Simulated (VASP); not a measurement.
# NaH (F-43m) in VASP: settings compared, part 2 of 2

VASP 6.6.1.

**3. Single point, HSE06**

This run uses another cell than the first one, of 17.55 Å³/atom.

The input, POSCAR:

```
NaH
1.0
    0.0000000000      2.5988352969      2.5988352969
    2.5988352969      0.0000000000      2.5988352969
    2.5988352969      2.5988352969      0.0000000000
Na H
1 1
Direct
    0.0000000000      0.0000000000      0.0000000000
    0.2500000000      0.2500000000      0.2500000000
```

The input, INCAR.step1:

```
SYSTEM = NaH
ALGO = Normal
EDIFF = 1E-5
ENCUT = 520
GGA = PE
ISIF = 2
ISMEAR = -1
LASPH = .TRUE.
LCHARG = .FALSE.
LREAL = .FALSE.
LWAVE = .TRUE.
NBANDS = 11
NELM = 80
PREC = Accurate
SIGMA = 0.02
```

The input, INCAR.step2:

```
SYSTEM = NaH
ALGO = Normal
EDIFF = 1E-7
ENCUT = 520
GGA = PE
HFSCREEN = 0.2079
ISIF = 2
ISMEAR = -1
ISTART = 1
LASPH = .TRUE.
LCHARG = .FALSE.
LHFCALC = .TRUE.
LREAL = .FALSE.
LWAVE = .FALSE.
NBANDS = 11
NELM = 80
PREC = Accurate
PRECFOCK = Normal
SIGMA = 0.02
```

The input, KPOINTS:

```
k-points
0
G
  6 6 6
  0 0 0
```

Potentials or basis: VASP PAW PBE potentials, release 64 (Na_pv, H).

Launch:

```sh
cat potpaw_PBE.64/Na_pv/POTCAR potpaw_PBE.64/H/POTCAR > POTCAR
cp INCAR.step1 INCAR
mpirun -np 1 vasp_std > vasp.out
cp INCAR.step2 INCAR
mpirun -np 1 vasp_std > vasp.out
```

OUTCAR:

```text
SYSTEM = NaH
   EDIFF = 1E-7
   ENCUT = 520
   GGA = PE
   HFSCREEN = 0.2079
   ISIF = 2
   ISMEAR = -1
   ISTART = 1
   LASPH = .TRUE.
   LHFCALC = .TRUE.
   LREAL = .FALSE.
   NELM = 80
   PREC = Accurate
   PRECFOCK = Normal

 ion  position               nearest neighbor table
   1  0.000  0.000  0.000-
   2  0.250  0.250  0.250-

  LATTYP: Found a face centered cubic cell.
 ALAT       =     5.1976705938

  Lattice vectors:

 A1 = (   0.0000000000,   2.5988352969,   2.5988352969)
 A2 = (   2.5988352969,   0.0000000000,   2.5988352969)
 A3 = (   2.5988352969,   2.5988352969,   0.0000000000)

Analysis of symmetry for initial positions (statically):
=====================================================================
 Subroutine PRICEL returns:
 Original cell was already a primitive cell.

 Routine SETGRP: Setting up the symmetry group for a
 face centered cubic supercell.

 Subroutine GETGRP returns: Found 24 space group operations
 (whereof 24 operations were pure point group operations)
 out of a pool of 48 trial point group operations.

The static configuration has the point symmetry T_d .
[... 167 lines left out ...]
  band No.  band energies     occupation
      1     -26.9053      2.00000
      2     -26.9053      2.00000
      3     -26.9053      2.00000
      4      -5.7015      2.00000
      5       6.8770      0.00000
      6      12.0688      0.00000
      7      12.0688      0.00000
      8      12.0688      0.00000
      9      14.7342      0.00000
     10      14.7342      0.00000
     11      14.7342      0.00000
[... 197 lines left out ...]
 k-point    16 :      -0.3333    0.5000    0.1667
  band No.  band energies     occupation
      1     -26.9416      2.00000
      2     -26.9264      2.00000
      3     -26.9201      2.00000
      4      -2.6654      2.00000
      5       3.9893      0.00000
      6       4.7781      0.00000
      7       6.4515      0.00000
      8      11.0798      0.00000
      9      14.0126      0.00000
     10      16.0434      0.00000
     11      18.8596      0.00000

------------------------ aborting loop because EDIFF is reached ----------------------------------------

  FORCE on cell =-STRESS in cart. coord.  units (eV):
  Direction    XX          YY          ZZ          XY          YZ          ZX
  --------------------------------------------------------------------------------------
  -------------------------------------------------------------------------------------
  Total        0.0041449      0.0041449      0.0041449     -0.0000000     -0.0000000      0.0000000
  in kB        0.1891710      0.1891710      0.1891710     -0.0000000     -0.0000000      0.0000000
  external PRESSURE =       0.1891710 kB  Pullay stress =       0.0000000 kB

 VOLUME and BASIS-vectors are now :
 -----------------------------------------------------------------------------
  energy-cutoff  :      520.00
  volume of cell :       35.10
      direct lattice vectors                 reciprocal lattice vectors
     0.000000000  2.598835297  2.598835297    -0.192393878  0.192393878  0.192393878
     2.598835297  0.000000000  2.598835297     0.192393878 -0.192393878  0.192393878
     2.598835297  2.598835297  0.000000000     0.192393878  0.192393878 -0.192393878

 POSITION                                       TOTAL-FORCE (eV/Angst)
 -----------------------------------------------------------------------------------
      0.00000      0.00000      0.00000        -0.000000      0.000000     -0.000000
      1.29942      1.29942      1.29942         0.000000     -0.000000      0.000000
 -----------------------------------------------------------------------------------
    total drift:                                0.000003      0.000000      0.000001

  FREE ENERGIE OF THE ION-ELECTRON SYSTEM (eV)
  ---------------------------------------------------
  free  energy   TOTEN  =        -5.6539930826 eV

  energy  without entropy=       -5.6539930826  energy(sigma->0) =       -5.65399308
```

OUTCAR.step1:

```text
SYSTEM = NaH
   EDIFF = 1E-5
   ENCUT = 520
   GGA = PE
   ISIF = 2
   ISMEAR = -1
   LASPH = .TRUE.
[... 433 lines left out ...]
      0.00000      0.00000      0.00000         0.000000      0.000000      0.000000
      1.29942      1.29942      1.29942        -0.000000     -0.000000     -0.000000
 -----------------------------------------------------------------------------------
    total drift:                                0.000001      0.000001      0.000001

  FREE ENERGIE OF THE ION-ELECTRON SYSTEM (eV)
  ---------------------------------------------------
  free  energy   TOTEN  =        -4.9900402427 eV

  energy  without entropy=       -4.9900402427  energy(sigma->0) =       -4.99004024
```

OSZICAR.step1:

```text
N       E                     dE             d eps       ncg     rms          rms(c)
DAV:   1     0.345238855094E+02    0.34524E+02   -0.45773E+03   352   0.691E+02
DAV:   2    -0.420556115852E+01   -0.38729E+02   -0.38030E+02   358   0.175E+02
DAV:   3    -0.552594337443E+01   -0.13204E+01   -0.13179E+01   431   0.324E+01
DAV:   4    -0.553619827841E+01   -0.10255E-01   -0.10254E-01   400   0.291E+00
DAV:   5    -0.553630696176E+01   -0.10868E-03   -0.10868E-03   409   0.317E-01    0.354E+00
DAV:   6    -0.508498829896E+01    0.45132E+00   -0.48758E-01   462   0.260E+00    0.158E+00
DAV:   7    -0.497805131224E+01    0.10694E+00   -0.44775E-01   408   0.209E+00    0.413E-01
DAV:   8    -0.498984432870E+01   -0.11793E-01   -0.22556E-02   355   0.100E+00    0.101E-01
DAV:   9    -0.499001965976E+01   -0.17533E-03   -0.24439E-03   408   0.373E-01    0.233E-02
DAV:  10    -0.499001467769E+01    0.49821E-05   -0.10559E-04   394   0.845E-02    0.746E-03
DAV:  11    -0.499004139435E+01   -0.26717E-04   -0.45790E-05   385   0.262E-02    0.844E-03
DAV:  12    -0.499004024269E+01    0.11517E-05   -0.47002E-06   365   0.810E-03
   1 F= -.49900402E+01 E0= -.49900402E+01  d E =-.304107E-12
```

Run time: 19 min. Hardware: 1 thread of Intel Xeon Platinum 8259CL at 2.50GHz (Skylake/Cascade Lake), shared host; peak memory 0.26 GiB.

What came out:

| Property | Result |
| --- | --- |
| Free energy | -5.6540 eV |
| Pressure | 0.0 GPa |
| Band gap on the k mesh | 4.63 eV (least direct gap 5.37 eV) |

Caveat: the structure was generated, so it needn't be the stable form of NaH; the PAW data sets were made with another functional, which shifts forces and pressure a little. A k mesh can miss the band edges.

**4. Single point, PBE**

The input, INCAR:

```
SYSTEM = NaH
PREC     = Accurate       ! precision mode
ENCUT    = 520            ! plane-wave cutoff, eV
EDIFF    = 1E-7           ! SCF threshold, eV
ISMEAR   = 0              ! smearing method
SIGMA    = 0.01           ! smearing width, eV
LREAL    = .FALSE.        ! projectors in reciprocal space
LASPH    = .TRUE.         ! aspherical terms in the spheres
NELM     = 100            ! most SCF steps
ALGO     = Normal         ! electronic algorithm
ISIF     = 2              ! what is computed and relaxed
LWAVE    = .FALSE.        ! write WAVECAR
LCHARG   = .TRUE.         ! write CHGCAR
GGA      = PE             ! functional
LELF     = .TRUE.         ! ELF
LVHAR    = .TRUE.       
NBANDS   = 11             ! bands
```

The input, KPOINTS:

```
regular mesh
0
G
  6 6 6
  0 0 0
```

The input, POSCAR:

```
NaH
1.0
    0.0000000000      2.5969210608      2.5969210608
    2.5969210608      0.0000000000      2.5969210608
    2.5969210608      2.5969210608      0.0000000000
Na H
1 1
Direct
    0.0000000000      0.0000000000      0.0000000000
    0.2500000000      0.2500000000      0.2500000000
```

Potentials or basis: VASP PAW PBE potentials, release 64 (Na_pv, H).

Launch:

```sh
cat potpaw_PBE.64/Na_pv/POTCAR potpaw_PBE.64/H/POTCAR > POTCAR
mpirun -np 1 vasp_std > vasp.out
```

OUTCAR:

```text
SYSTEM = NaH
   PREC = Accurate
   ENCUT = 520
   EDIFF = 1E-7
   ISMEAR = 0
   LREAL = .FALSE.
   LASPH = .TRUE.
   NELM = 100
   ISIF = 2
   GGA = PE

 ion  position               nearest neighbor table
   1  0.000  0.000  0.000-
   2  0.250  0.250  0.250-

  LATTYP: Found a face centered cubic cell.
 ALAT       =     5.1938421216

  Lattice vectors:

 A1 = (   0.0000000000,   2.5969210608,   2.5969210608)
 A2 = (   2.5969210608,   0.0000000000,   2.5969210608)
 A3 = (   2.5969210608,   2.5969210608,   0.0000000000)

Analysis of symmetry for initial positions (statically):
=====================================================================
 Subroutine PRICEL returns:
 Original cell was already a primitive cell.

 Routine SETGRP: Setting up the symmetry group for a
 face centered cubic supercell.

 Subroutine GETGRP returns: Found 24 space group operations
 (whereof 24 operations were pure point group operations)
 out of a pool of 48 trial point group operations.

The static configuration has the point symmetry T_d .

Analysis of symmetry for dynamics (positions and initial velocities):
=====================================================================
 Subroutine PRICEL returns:
 Original cell was already a primitive cell.

 Routine SETGRP: Setting up the symmetry group for a
 face centered cubic supercell.

 Subroutine GETGRP returns: Found 24 space group operations
 (whereof 24 operations were pure point group operations)
 out of a pool of 48 trial point group operations.

The dynamic configuration has the point symmetry T_d .

 Subroutine INISYM returns: Found 24 space group operations
 (whereof 24 operations are pure point group operations),
 and found     1 'primitive' translations

----------------------------------------------------------------------------------------

                                     Primitive cell

  volume of cell :      35.0273

  direct lattice vectors                    reciprocal lattice vectors
     0.000000000  2.596921061  2.596921061    -0.192535694  0.192535694  0.192535694
     2.596921061  0.000000000  2.596921061     0.192535694 -0.192535694  0.192535694
     2.596921061  2.596921061  0.000000000     0.192535694  0.192535694 -0.192535694

  length of vectors
     3.672600985  3.672600985  3.672600985     0.333481605  0.333481605  0.333481605

  position of ions in fractional coordinates (direct lattice)
     0.000000000  0.000000000  0.000000000
     0.250000000  0.250000000  0.250000000

  ion indices of the primitive-cell ions
   primitive index   ion index
                 1           1
                 2           2

----------------------------------------------------------------------------------------

 KPOINTS: regular mesh

Automatic generation of k-mesh.
 Grid dimensions read from file:
 generate k-points for:    6    6    6

 Generating k-lattice:

  Cartesian coordinates                     Fractional coordinates (reciprocal lattice)
    -0.032089282  0.032089282  0.032089282     0.166666667  0.000000000  0.000000000
     0.032089282 -0.032089282  0.032089282     0.000000000  0.166666667  0.000000000
     0.032089282  0.032089282 -0.032089282     0.000000000  0.000000000  0.166666667

  Length of vectors
     0.055580268  0.055580268  0.055580268

  Shift w.r.t. Gamma in fractional coordinates (k-lattice)
     0.000000000  0.000000000  0.000000000

 Subroutine IBZKPT returns following result:
 ===========================================

 Found     16 irreducible k-points:

 Following reciprocal coordinates:
            Coordinates               Weight
  0.000000  0.000000  0.000000      1.000000
  0.166667  0.000000  0.000000      8.000000
  0.333333  0.000000  0.000000      8.000000
  0.500000  0.000000  0.000000      4.000000
  0.166667  0.166667  0.000000      6.000000
  0.333333  0.166667  0.000000     24.000000
[... 8 lines left out ...]
 -0.333333  0.333333  0.166667     24.000000
 -0.333333  0.500000  0.166667     12.000000
   k-points           NKPTS =     16   k-points in BZ     NKDIM =     16   number of bands    NBANDS=     11
   number of dos      NEDOS =    301   number of ions     NIONS =      2
   total plane-waves  NPLWV =  21952
   dimension x,y,z NGX =    28 NGY =   28 NGZ =   28
   dimension x,y,z NGXF=    56 NGYF=   56 NGZF=   56
   ions per type =               1   1
   NGX,Y,Z   is equivalent  to a cutoff of  12.67, 12.67, 12.67 a.u.
   NGXF,Y,Z  is equivalent  to a cutoff of  25.35, 25.35, 25.35 a.u.
 SYSTEM =  NaH
   PREC   = accura    normal or accurate (medium, high low for compatibility)
   ISTART =      0    job   : 0-new  1-cont  2-samecut
   ICHARG =      2    charge: 1-file 2-atom 10-const
   ISPIN  =      1    spin polarized calculation?
   LNONCOLLINEAR =      F non collinear calculations
   LSORBIT =      F    spin-orbit coupling
   LASPH  =      T    aspherical Exc in radial PAW
   ENCUT  =  520.0 eV  38.22 Ry    6.18 a.u.   6.83  6.83  6.83*2*pi/ulx,y,z
   NELM   =    100;   NELMIN=  2; NELMDL= -5     # of ELM steps
   EDIFF  = 0.1E-06   stopping-criterion for ELM
   LREAL  =      F    real-space projection
   EDIFFG = 0.1E-05   stopping-criterion for IOM
   NSW    =      0    number of steps for IOM
   IBRION =     -1    ionic relax: 0-MD 1-quasi-New 2-CG
   NFREE  =      0    steps in history (QN), initial steepest desc. (CG)
   ISIF   =      2    stress and relaxation
   ISYM   =      2    0-nonsym 1-usesym 2-fastsym
   POTIM  = 0.5000    time-step for ionic-motion
   TEBEG  =    0.0;   TEEND  =   0.0 temperature during run
   PSTRESS=    0.0 pullay stress
   NELECT =       8.0000    total number of electrons
   NUPDOWN=      -1.0000    fix difference up-down
   EMIN   =  10.00;   EMAX   =-10.00  energy-range for DOS
   EFERMI =   0.00;   METHOD = LEGACY
   ISMEAR =     0;   SIGMA  =   0.01  broadening in eV -4-tet -1-fermi 0-gaus
   EFERMI_NEDOS =   21; number of points for ismear=-14 and -15
   IALGO  =     38    algorithm
   IMIX   =      4    mixing-type and parameters
     AMIX     =   0.40;   BMIX     =  1.00
     AMIX_MAG =   1.60;   BMIX_MAG =  1.00
  volume/ion in A,a.u.               =      17.51       118.19
  Fermi-wavevector in a.u.,A,eV,Ry     =   1.000697  1.891044 13.624808  1.001395
  Thomas-Fermi vector in A             =   2.133071
   LORBIT       =      0    0 simple, 1 ext, 2 COOP (PROOUT), +10 PAW based schemes
   GGA     = PE    functional components
   LHFCALC =     F    Hartree Fock is set to
   AEXX    =    0.0000 exact exchange contribution
   IVDW    =     0    specifies the selected vdW correction
   LEPSILON=     F    determine dielectric tensor
   LRPA    =     F    only Hartree local field effects (RPA)
 non-spin polarized calculation
 Gauss-broadening in eV      SIGMA  =   0.01
  energy-cutoff  :      520.00
  volume of cell :       35.03
 maximum number of plane-waves:       960
   NGX = 13   NGY = 13   NGZ = 13

 number of electron       8.0000009 magnetization

 Free energy of the ion-electron system (eV)
  ---------------------------------------------------
  ext. energy  EPLUGINS =         0.00000000
  ---------------------------------------------------
  free energy    TOTEN  =        -4.98993668 eV

  energy without entropy =       -4.98993668  energy(sigma->0) =       -4.98993668

 E-fermi :  -1.8405     XC(G=0):  -6.8758

 val. band max:       -1.9089083665   @ k =  -0.3333   0.5000   0.1667
 cond. band min:       1.7229161247   @ k =   0.5000   0.0000   0.0000
 fundamental gap:      3.6318244912
 Fermi energy:        -1.8405244161

 k-point     1 :       0.0000    0.0000    0.0000
  band No.  band energies     occupation
      1     -23.8800      2.00000
      2     -23.8800      2.00000
      3     -23.8800      2.00000
      4      -4.7273      2.00000
      5       6.3316      0.00000
      6      11.4490      0.00000
      7      11.4490      0.00000
      8      11.4490      0.00000
      9      14.1200      0.00000
     10      14.1200      0.00000
     11      14.1200      0.00000
[... 197 lines left out ...]
 k-point    16 :      -0.3333    0.5000    0.1667
  band No.  band energies     occupation
      1     -23.9188      2.00000
      2     -23.9035      2.00000
      3     -23.8968      2.00000
      4      -1.9089      2.00000
      5       3.6762      0.00000
      6       4.4431      0.00000
      7       5.9906      0.00000
      8      10.5117      0.00000
      9      13.3862      0.00000
     10      15.3443      0.00000
     11      18.1546      0.00000

------------------------ aborting loop because EDIFF is reached ----------------------------------------

  FORCE on cell =-STRESS in cart. coord.  units (eV):
  Direction    XX          YY          ZZ          XY          YZ          ZX
  --------------------------------------------------------------------------------------
  -------------------------------------------------------------------------------------
  Total        0.0491204      0.0491204      0.0491204     -0.0000000     -0.0000000      0.0000000
  in kB        2.2468093      2.2468093      2.2468093     -0.0000000     -0.0000000      0.0000000
  external PRESSURE =       2.2468093 kB  Pullay stress =       0.0000000 kB

 VOLUME and BASIS-vectors are now :
 -----------------------------------------------------------------------------
  energy-cutoff  :      520.00
  volume of cell :       35.03
      direct lattice vectors                 reciprocal lattice vectors
     0.000000000  2.596921061  2.596921061    -0.192535694  0.192535694  0.192535694
     2.596921061  0.000000000  2.596921061     0.192535694 -0.192535694  0.192535694
     2.596921061  2.596921061  0.000000000     0.192535694  0.192535694 -0.192535694

 POSITION                                       TOTAL-FORCE (eV/Angst)
 -----------------------------------------------------------------------------------
      0.00000      0.00000      0.00000         0.000000     -0.000000      0.000000
      1.29846      1.29846      1.29846        -0.000000      0.000000     -0.000000
 -----------------------------------------------------------------------------------
    total drift:                                0.000001      0.000001      0.000001

  FREE ENERGIE OF THE ION-ELECTRON SYSTEM (eV)
  ---------------------------------------------------
  free  energy   TOTEN  =        -4.9899366835 eV

  energy  without entropy=       -4.9899366835  energy(sigma->0) =       -4.98993668
```

Wall time 13 s (1 thread of Intel Xeon 8259CL, shared host); peak memory 0.15 GiB.

What came out:

```
Free energy            : -4.9899 eV
Pressure               : 0.2 GPa
Band gap on the k mesh : 3.63 eV (least direct gap 4.32 eV)
```

Caveat: the structure was generated, so it needn't be the stable form of NaH.

**5. The runs side by side**

```tsv
level	cell	smearing	grid for exact exchange (PRECFOCK)	share of exact exchange	screening parameter	gap on the mesh (eV)	pressure (GPa)
HF	a = 3.673 Å, angles 60.0°, 2 atoms	gaussian 0.01 eV	Normal	1	-	11.08	1.4
HSE06	a = 3.675 Å, angles 60.0°, 2 atoms	fermi-dirac 0.02 eV	Normal	0.25	0.2079 1/Å	4.63	0.0
PBE	a = 3.673 Å, angles 60.0°, 2 atoms	gaussian 0.01 eV	-	-	-	3.63	0.2
```

Alike in all rows: task single point; potentials or basis VASP PAW PBE potentials, release 64 (Na_pv, H); no spin polarisation; k mesh 6 × 6 × 6; cutoff (eV) 520.

On the cell as given the gap runs from 3.63 eV (PBE) to 11.08 eV (HF). The pressure there spans 0.0 GPa (HSE06) to 1.4 GPa (HF); a positive pressure means that this level wants a larger cell, a negative one a smaller.

Caveats: the structure was generated, so it needn't be the stable form of NaH; the PAW data sets were made with another functional, which shifts forces and pressure a little (at least some runs).

Total energies depend on the potentials used, so only differences within one code and one set of settings carry meaning.
